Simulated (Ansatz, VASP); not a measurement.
## One calculation of FeNi2, two programs

```
CELL_PARAMETERS angstrom
0.00000 2.48169 2.48169
2.48169 0.00000 2.48169
2.48169 2.48169 0.00000
ATOMIC_POSITIONS crystal
Fe 0.00000 0.00000 0.00000
Ni 0.25000 0.25000 0.25000
Ni 0.75000 0.75000 0.75000
```

Alike in both runs: task relaxation of cell and atoms; functional PBE; k mesh 6 × 6 × 6; occupations gaussian, width 0.1 eV; collinear spin.

|  | VASP | Ansatz |
| --- | --- | --- |
| version | VASP 6.6.1 | Ansatz 0.2.0 |
| potentials or method | VASP PAW PBE potentials, release 64 (Fe, Ni), cutoff 600 eV | scalar-relativistic, plane waves, PAW |
| valence electrons in the cell | 28 | 52 |

|  | VASP | Ansatz | Ansatz less VASP |
| --- | --- | --- | --- |
| gap on the k mesh at the Fermi level, each at its own relaxed structure (eV) | none | none | - |
| net moment per atom (μB) | 1.36 | 1.36 | +0.004 |
| size of the moment on the site where the two differ most (μB) | 0.70 | 0.76 | +0.065 |
| relaxed volume (Å³/atom) | 13.21 | 13.22 | +0.011 |
| relaxed cell length with the largest relative difference (Å) | 3.827 | 3.828 | +0.0010 |

Site moments also hang on the region over which each program counts them. A gap of «none» marks a metal or a gap that the smearing closes. VASP's potentials hold 28 valence electrons a cell and Ansatz's 52, so a difference there can come from the potentials and not from the codes.

The k mesh is coarse, so the values compare programs but aren't converged. Noted on VASP's run: the volume moved by over 15 % at a fixed basis, so the end points are rough.
